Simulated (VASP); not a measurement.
# Sn5Ge (P-3m1) in VASP: a series of runs

Sn5Ge is run at these levels: PBE; tasks: single point, relaxation of cell and atoms.

Everything below comes from runs of VASP 6.6.1. Logs are shortened: lines on timing, memory, paths and dates and some standing lists are left out, and cuts for length are marked.

## Step 1: The cell of the first run

Symmetry: P-3m1, No. 164, trigonal system. The conventional cell has a = 3.351 Å, b = 3.351 Å, c = 16.416 Å, α = 90.00°, β = 90.00°, γ = 120.00°. Within 4.4 Å of Sn (site symmetry 3m) lie 9 Sn at 3.35 Å and 3 Ge at 3.35 Å. Within 4.4 Å of Sn (site symmetry 3m) lie 12 Sn at 3.35 Å. Within 4.4 Å of Sn (site symmetry -3m) lie 12 Sn at 3.35 Å. Ge (site symmetry -3m) has 6 Ge at 3.35 Å and 6 Sn at 3.35 Å within 4.4 Å.

## Step 2: Single point, PBE

INCAR reads:

```
SYSTEM = Sn5Ge
  PREC = Accurate
  ENCUT = 520
  EDIFF = 1E-7
  ISMEAR = 0
  SIGMA = 0.1
  LREAL = .False.
  LASPH = .True.
  NELM = 60
  ALGO = Normal
  ISIF = 2
  LWAVE = .False.
  LCHARG = .True.
  GGA = PE
  LELF = .True.
  LVHAR = .True.
  NBANDS = 51
```

KPOINTS reads:

```
Automatic mesh
0
Gamma
  6 6 1
  0 0 0
```

POSCAR reads:

```
Sn5Ge
1.0
    3.3509690400      0.0000000000      0.0000000000
   -1.6754845200      2.9020243200      0.0000000000
    0.0000000000      0.0000000000     16.4163285900
Sn Ge
5 1
Direct
    0.6666666700      0.3333333300      0.6666666700
    0.3333333300      0.6666666700      0.3333333300
    0.6666666700      0.3333333300      0.1666666700
    0.0000000000      0.0000000000      0.0000000000
    0.3333333300      0.6666666700      0.8333333300
    0.0000000000      0.0000000000      0.5000000000
```

Potentials or basis: VASP PAW PBE potentials, release 64 (Sn_d, Ge_d).

Command:

```bash
$ cat potpaw_PBE.64/Sn_d/POTCAR potpaw_PBE.64/Ge_d/POTCAR > POTCAR
$ mpirun -np 1 vasp_std > vasp.out
```

OUTCAR:

```text
SYSTEM = Sn5Ge
   PREC = Accurate
   ENCUT = 520
   EDIFF = 1E-7
   ISMEAR = 0
   LREAL = .False.
   LASPH = .True.
   NELM = 60
   ISIF = 2
   GGA = PE

 ion  position               nearest neighbor table
   1  0.667  0.333  0.667-   5 3.35   5 3.35   5 3.35
   2  0.333  0.667  0.333-   3 3.35   3 3.35   3 3.35
   3  0.667  0.333  0.167-   2 3.35   2 3.35   2 3.35   4 3.35   4 3.35   4 3.35
   4  0.000  0.000  0.000-   3 3.35   5 3.35   3 3.35   5 3.35   3 3.35   5 3.35
   5  0.333  0.667  0.833-   1 3.35   1 3.35   1 3.35   4 3.35   4 3.35   4 3.35
   6  0.000  0.000  0.500-

  LATTYP: Found a hexagonal cell.
 ALAT       =     3.3509690400
 C/A-ratio  =     4.8989794874

  Lattice vectors:

 A1 = (   3.3509690400,   0.0000000000,   0.0000000000)
 A2 = (  -1.6754845200,   2.9020243200,   0.0000000000)
 A3 = (   0.0000000000,   0.0000000000,  16.4163285900)

Analysis of symmetry for initial positions (statically):
=====================================================================
 Subroutine PRICEL returns:
 Original cell was already a primitive cell.

 Routine SETGRP: Setting up the symmetry group for a
 hexagonal supercell.

 Subroutine GETGRP returns: Found 12 space group operations
 (whereof 12 operations were pure point group operations)
 out of a pool of 24 trial point group operations.

The static configuration has the point symmetry D_3d.

Analysis of symmetry for dynamics (positions and initial velocities):
=====================================================================
 Subroutine PRICEL returns:
 Original cell was already a primitive cell.

 Routine SETGRP: Setting up the symmetry group for a
 hexagonal supercell.

 Subroutine GETGRP returns: Found 12 space group operations
 (whereof 12 operations were pure point group operations)
 out of a pool of 24 trial point group operations.

The dynamic configuration has the point symmetry D_3d.

 Subroutine INISYM returns: Found 12 space group operations
 (whereof 12 operations are pure point group operations),
 and found     1 'primitive' translations

----------------------------------------------------------------------------------------

                                     Primitive cell

  volume of cell :     159.6421

  direct lattice vectors                    reciprocal lattice vectors
     3.350969040  0.000000000  0.000000000     0.298421140  0.172293525  0.000000000
    -1.675484520  2.902024320  0.000000000     0.000000000  0.344587050  0.000000000
     0.000000000  0.000000000 16.416328590     0.000000000  0.000000000  0.060914960

[... 78 lines left out ...]
   NFREE  =      0    steps in history (QN), initial steepest desc. (CG)
   ISIF   =      2    stress and relaxation
   ISYM   =      2    0-nonsym 1-usesym 2-fastsym
   POTIM  = 0.5000    time-step for ionic-motion
   TEBEG  =    0.0;   TEEND  =   0.0 temperature during run
   PSTRESS=    0.0 pullay stress
   NELECT =      84.0000    total number of electrons
   NUPDOWN=      -1.0000    fix difference up-down
   EMIN   =  10.00;   EMAX   =-10.00  energy-range for DOS
   EFERMI =   0.00;   METHOD = LEGACY
   ISMEAR =     0;   SIGMA  =   0.10  broadening in eV -4-tet -1-fermi 0-gaus
   EFERMI_NEDOS =   21; number of points for ismear=-14 and -15
   IALGO  =     38    algorithm
   IMIX   =      4    mixing-type and parameters
     AMIX     =   0.40;   BMIX     =  1.00
     AMIX_MAG =   1.60;   BMIX_MAG =  1.00
  volume/ion in A,a.u.               =      26.61       179.55
  Fermi-wavevector in a.u.,A,eV,Ry     =   1.321657  2.497570 23.766347  1.746777
  Thomas-Fermi vector in A             =   2.451395
   LORBIT       =      0    0 simple, 1 ext, 2 COOP (PROOUT), +10 PAW based schemes
   GGA     = PE    functional components
   LHFCALC =     F    Hartree Fock is set to
   AEXX    =    0.0000 exact exchange contribution
   IVDW    =     0    specifies the selected vdW correction
   LEPSILON=     F    determine dielectric tensor
   LRPA    =     F    only Hartree local field effects (RPA)
 non-spin polarized calculation
 Gauss-broadening in eV      SIGMA  =   0.10
  energy-cutoff  :      520.00
  volume of cell :      159.64
 maximum number of plane-waves:      4314
 NGX is ok and might be reduce to    28
   NGX = 13   NGY = 13   NGZ = 61

 number of electron      84.0000000 magnetization

 Free energy of the ion-electron system (eV)
  ---------------------------------------------------
  ext. energy  EPLUGINS =         0.00000000
  ---------------------------------------------------
  free energy    TOTEN  =       -22.70533618 eV

  energy without entropy =      -22.68597907  energy(sigma->0) =      -22.69565763

 E-fermi :   7.6351     XC(G=0): -10.3329

 val. band max:        7.5888369212   @ k =   0.1667   0.1667   0.0000
 cond. band min:       7.6493541719   @ k =   0.3333   0.3333   0.0000
 fundamental gap:      0.0605172507
 Fermi energy:         7.6351429218

 k-point     1 :       0.0000    0.0000    0.0000
  band No.  band energies     occupation
      1     -17.1307      2.00000
      2     -17.1307      2.00000
      3     -17.1254      2.00000
      4     -17.1087      2.00000
      5     -17.1087      2.00000
      6     -13.9554      2.00000
[... 367 lines left out ...]
     50       9.4658      0.00000
     51       9.4658      0.00000

------------------------ aborting loop because EDIFF is reached ----------------------------------------

  FORCE on cell =-STRESS in cart. coord.  units (eV):
  Direction    XX          YY          ZZ          XY          YZ          ZX
  --------------------------------------------------------------------------------------
  -------------------------------------------------------------------------------------
  Total        1.2404781      1.2404781      0.4693271      0.0000000      0.0000000      0.0000000
  in kB       12.4495076     12.4495076      4.7101935      0.0000000      0.0000000      0.0000000
  external PRESSURE =       9.8697362 kB  Pullay stress =       0.0000000 kB

 VOLUME and BASIS-vectors are now :
 -----------------------------------------------------------------------------
  energy-cutoff  :      520.00
  volume of cell :      159.64
      direct lattice vectors                 reciprocal lattice vectors
     3.350969040  0.000000000  0.000000000     0.298421140  0.172293525  0.000000000
    -1.675484520  2.902024320  0.000000000     0.000000000  0.344587050  0.000000000
     0.000000000  0.000000000 16.416328590     0.000000000  0.000000000  0.060914960

 POSITION                                       TOTAL-FORCE (eV/Angst)
 -----------------------------------------------------------------------------------
      1.67548      0.96734     10.94422         0.000000     -0.000000     -0.549165
     -0.00000      1.93468      5.47211        -0.000000      0.000000      0.549165
      1.67548      0.96734      2.73605         0.000000      0.000000     -0.071268
      0.00000      0.00000      0.00000         0.000000      0.000000     -0.000000
     -0.00000      1.93468     13.68027        -0.000000      0.000000      0.071268
      0.00000      0.00000      8.20816         0.000000      0.000000     -0.000000
 -----------------------------------------------------------------------------------
    total drift:                               -0.000000     -0.000000      0.000000

  FREE ENERGIE OF THE ION-ELECTRON SYSTEM (eV)
  ---------------------------------------------------
  free  energy   TOTEN  =       -22.7053361827 eV

  energy  without entropy=      -22.6859790705  energy(sigma->0) =      -22.69565763
```

OSZICAR:

```text
N       E                     dE             d eps       ncg     rms          rms(c)
DAV:   1     0.913731327695E+03    0.91373E+03   -0.41324E+04   765   0.301E+03
DAV:   2     0.144256370296E+03   -0.76947E+03   -0.75342E+03   714   0.767E+02
DAV:   3    -0.988055399044E+01   -0.15414E+03   -0.15185E+03   752   0.248E+02
DAV:   4    -0.223341316378E+02   -0.12454E+02   -0.12037E+02   836   0.729E+01
DAV:   5    -0.227624123592E+02   -0.42828E+00   -0.42693E+00   908   0.134E+01    0.311E+00
DAV:   6    -0.227221500754E+02    0.40262E-01   -0.20080E-01  1006   0.441E+00    0.164E+00
DAV:   7    -0.227258171257E+02   -0.36671E-02   -0.22514E-01   929   0.729E+00    0.540E-01
DAV:   8    -0.227049335634E+02    0.20884E-01   -0.15807E-01   988   0.310E+00    0.211E-01
DAV:   9    -0.227055924372E+02   -0.65887E-03   -0.19048E-02   838   0.131E+00    0.131E-01
DAV:  10    -0.227052908709E+02    0.30157E-03   -0.34922E-03   908   0.755E-01    0.540E-02
DAV:  11    -0.227053270296E+02   -0.36159E-04   -0.57270E-04   833   0.319E-01    0.170E-02
DAV:  12    -0.227053351618E+02   -0.81322E-05   -0.11008E-04  1062   0.995E-02    0.101E-02
DAV:  13    -0.227053351289E+02    0.32873E-07   -0.10524E-05   857   0.355E-02    0.454E-03
DAV:  14    -0.227053357300E+02   -0.60106E-06   -0.16777E-06   934   0.154E-02    0.838E-04
DAV:  15    -0.227053362420E+02   -0.51199E-06   -0.27707E-07   539   0.614E-03    0.329E-04
DAV:  16    -0.227053361827E+02    0.59325E-07   -0.55461E-08   420   0.201E-03
   1 F= -.22705336E+02 E0= -.22695658E+02  d E =-.193571E-01
```

stdout:

```text
POSCAR found type information on POSCAR SnGe
 POSCAR found :  2 types and       6 ions
 scaLAPACK will be used
 LDA part: xc-table for (Slater+PW92), standard interpolation
 POSCAR, INCAR and KPOINTS ok, starting setup
 FFT: planning ... GRIDC
 FFT: planning ... GRID_SOFT
 FFT: planning ... GRID
 WAVECAR not read
 entering main loop
```

Wall time 66 s (1 thread of Intel Xeon 8259CL, shared host); peak memory 0.28 GiB.

What came out:

| Quantity | Value |
| --- | --- |
| Free energy | -22.7053 eV |
| Pressure | 1.0 GPa |
| Largest force | 0.549 eV/Å |
| Band gap on the k mesh | zero (bands 42 and 43 overlap by 6.91 eV) |

Forces on the atoms (eV/Å):
```
Sn   0.000  0.000 -0.549
Sn   0.000  0.000  0.549
Sn   0.000  0.000 -0.071
Sn   0.000  0.000  0.000
Sn   0.000  0.000  0.071
Ge   0.000  0.000  0.000
```

Levels at points of the mesh, in eV from the Fermi level:
```tsv
k point	band 38	band 39	band 40	band 41	band 42	band 43	band 44	band 45	band 46	band 47
(0.00, 0.00, 0.00)	-1.54	-1.38	3.44	3.58	4.98	4.98	6.03	6.03	6.27	6.27
(0.50, 0.00, 0.00)	-3.64	-3.62	-3.39	-2.06	-1.79	0.04	0.16	2.02	2.03	2.56
```

Caveat: the k points lie up to 0.38 Å⁻¹ apart, too coarse for converged energies and pressures of a metal; spin-orbit coupling is left out, which moves the levels of the heavy elements.

## Step 3: Single point, PBE

This run uses another cell than the first one, of 27.16 Å³/atom.

INCAR reads:

```
SYSTEM = Sn5Ge
ALGO = Normal ; EDIFF = 1E-6
ENCUT = 520 ; GGA = PE
ISIF = 2 ; ISMEAR = 0
LASPH = .True. ; LCHARG = .False.
LREAL = .False. ; LWAVE = .False.
NBANDS = 51 ; NELM = 60
PREC = Accurate ; SIGMA = 0.1
```

KPOINTS reads:

```
k-points
0
Gamma
  6 6 1
  0 0 0
```

POSCAR reads:

```
Sn5Ge
1.0
    3.4539148421      0.0000000000      0.0000000000
   -1.7269574211      2.9911779958      0.0000000000
    0.0000000000      0.0000000000     15.7725667336
Sn Ge
5 1
Direct
    0.6666666667      0.3333333333      0.6477111391
    0.3333333333      0.6666666667      0.3522888609
    0.6666666667      0.3333333333      0.1681006075
    0.0000000000      0.0000000000      0.0000000000
    0.3333333333      0.6666666667      0.8318993925
    0.0000000000      0.0000000000      0.5000000000
```

Potentials or basis: VASP PAW PBE potentials, release 64 (Sn_d, Ge_d).

Command:

```bash
$ cat potpaw_PBE.64/Sn_d/POTCAR potpaw_PBE.64/Ge_d/POTCAR > POTCAR
$ mpirun -np 1 vasp_std > vasp.out
```

Wall time 53 s (1 thread of Intel Xeon 8259CL, shared host); peak memory 0.28 GiB.

The run converged. Its results:

```
Free energy            : -22.9169 eV
Pressure               : 0.0 GPa
Largest force          : 0.012 eV/Å
Band gap on the k mesh : zero (bands 42 and 43 overlap by 6.01 eV)
```

Forces on the atoms (eV/Å):
```
Sn   0.000  0.000  0.012
Sn   0.000  0.000 -0.012
Sn   0.000  0.000  0.000
Sn   0.000  0.000  0.000
Sn   0.000  0.000  0.000
Ge   0.000  0.000  0.000
```

Levels at points of the mesh, in eV from the Fermi level:
```
           k point  band 40  band 41  band 42  band 43  band 44  band 45
(0.00, 0.00, 0.00)     3.81     3.81     4.32     4.89     5.31     5.31
(0.50, 0.00, 0.00)    -3.18    -1.55    -1.40     0.19     0.34     1.10
```

Caveat: the k points lie up to 0.40 Å⁻¹ apart, too coarse for converged energies and pressures of a metal; spin-orbit coupling is left out, which moves the levels of the heavy elements.

## Step 4: Relaxation of cell and atoms, PBE

INCAR reads:

```
SYSTEM = Sn5Ge
PREC     = Accurate       ! precision mode
ENCUT    = 600            ! plane-wave cutoff, eV
EDIFF    = 1E-7           ! SCF threshold, eV
ISMEAR   = 0              ! smearing method
SIGMA    = 0.1            ! smearing width, eV
LREAL    = .False.        ! projectors in reciprocal space
LASPH    = .True.         ! aspherical terms in the spheres
NELM     = 100            ! most SCF steps
ALGO     = Normal         ! electronic algorithm
ISIF     = 3              ! what is computed and relaxed
LWAVE    = .False.        ! write WAVECAR
LCHARG   = .False.        ! write CHGCAR
GGA      = PE             ! functional
IBRION   = 2              ! ionic algorithm
NSW      = 90             ! ionic steps
EDIFFG   = -0.04          ! ionic threshold
```

KPOINTS reads:

```
Automatic mesh
0
Gamma
  6 6 1
  0 0 0
```

POSCAR reads:

```
Sn5Ge
1.0
    3.3509690400      0.0000000000      0.0000000000
   -1.6754845200      2.9020243200      0.0000000000
    0.0000000000      0.0000000000     16.4163285900
Sn Ge
5 1
Direct
    0.6666666700      0.3333333300      0.6666666700
    0.3333333300      0.6666666700      0.3333333300
    0.6666666700      0.3333333300      0.1666666700
    0.0000000000      0.0000000000      0.0000000000
    0.3333333300      0.6666666700      0.8333333300
    0.0000000000      0.0000000000      0.5000000000
```

Command:

```bash
$ cat potpaw_PBE.64/Sn_d/POTCAR potpaw_PBE.64/Ge_d/POTCAR > POTCAR
$ mpirun -np 1 vasp_std > vasp.out
```

Run time: 25 min. Hardware: 1 thread of Intel Xeon 8259CL, shared host; peak memory 0.33 GiB.

The run converged. Its results:

```
Free energy                           : -23.0702 eV
Relaxed volume                        : 26.78 Å³/atom
Relaxed cell                          : a = 3.590 Å, b = 3.590 Å, c = 14.400 Å, α = 90.00°, β = 90.00°, γ = 120.00°
Space group after relaxing (to 0.1 Å) : P-3m1 (No. 164)
Energy gained by relaxing             : 60.8 meV/atom
Ionic steps                           : 24
Pressure after relaxing               : 0.0 GPa
Largest force after relaxing          : 0.026 eV/Å
Band gap on the k mesh                : zero (bands 42 and 43 overlap by 5.92 eV)
```

Forces in eV/Å, atoms in the order of the input:
```
Sn   0.000  0.000 -0.017
Sn   0.000  0.000  0.017
Sn   0.000  0.000 -0.026
Sn   0.000  0.000  0.000
Sn   0.000  0.000  0.026
Ge   0.000  0.000  0.000
```

The path:
| step | energy change (eV) | largest force (eV/Å) | pressure (GPa) | volume (Å³) |
| --- | --- | --- | --- | --- |
| 1 | 0.0000 | 0.5493 | 1.03 | 159.64 |
| 2 | -0.0403 | 0.4857 | -0.32 | 163.62 |
| 3 | -0.0480 | 0.4497 | -1.14 | 166.36 |
| 4 | -0.0793 | 0.4215 | -1.13 | 166.12 |
| 5 | -0.1493 | 0.2926 | -1.00 | 165.36 |
| 6 | -0.2022 | 0.0501 | -0.08 | 163.62 |
| 7 | -0.2003 | 0.1602 | 0.49 | 162.77 |
| 8 | -0.2064 | 0.0414 | 0.06 | 163.36 |
| 9 | -0.2069 | 0.0702 | 0.26 | 163.07 |
| 10 | -0.2075 | 0.0549 | 0.17 | 163.20 |
| 11 | -0.2091 | 0.0523 | -0.12 | 164.24 |
| 12 | -0.2092 | 0.0519 | -0.08 | 164.10 |
| 13 | -0.2100 | 0.0496 | 0.01 | 163.71 |
| 14 | -0.2108 | 0.0514 | 0.22 | 162.89 |
| 15 | -0.2110 | 0.0537 | 0.31 | 162.53 |
| 16 | -0.2112 | 0.0531 | 0.31 | 162.53 |
| 17 | -0.2121 | 0.0536 | 0.29 | 162.54 |
| 18 | -0.2147 | 0.0649 | 0.23 | 162.54 |
| 19 | -0.2289 | 0.1388 | -0.01 | 162.55 |
| 20 | -0.2906 | 0.1837 | -0.37 | 162.54 |
| 21 | -0.3617 | 0.0255 | -0.53 | 162.40 |
| 22 | -0.3617 | 0.0356 | -0.52 | 162.39 |
| 23 | -0.3611 | 0.0153 | 0.63 | 158.85 |
| 24 | -0.3647 | 0.0265 | 0.00 | 160.70 |

Final structure:
```
CELL_PARAMETERS angstrom
3.58969 0.00000 0.00000
-1.79485 3.10876 0.00000
0.00000 0.00000 14.40025
ATOMIC_POSITIONS crystal
Sn 0.66667 0.33333 0.64991
Sn 0.33333 0.66667 0.35009
Sn 0.66667 0.33333 0.17386
Sn 0.00000 0.00000 0.00000
Sn 0.33333 0.66667 0.82614
Ge 0.00000 0.00000 0.50000
```

Levels at points of the mesh, in eV from the Fermi level:
| k point | band 39 | band 40 | band 41 | band 42 | band 43 | band 44 | band 45 | band 46 |
| --- | --- | --- | --- | --- | --- | --- | --- | --- |
| (0.00, 0.00, 0.00) | 1.12 | 2.92 | 2.92 | 4.30 | 4.30 | 4.42 | 4.42 | 5.46 |
| (0.50, 0.00, 0.00) | -3.04 | -2.95 | -0.59 | -0.47 | 0.38 | 0.69 | 0.78 | 1.48 |

Caveat: the k points lie up to 0.44 Å⁻¹ apart in the final cell, too coarse for converged energies and pressures of a metal; spin-orbit coupling is left out, which moves the levels of the heavy elements.

(Part 1 of 2 ends here.)

The gap in the log of VASP goes by the Fermi energy; the results here count the filled bands.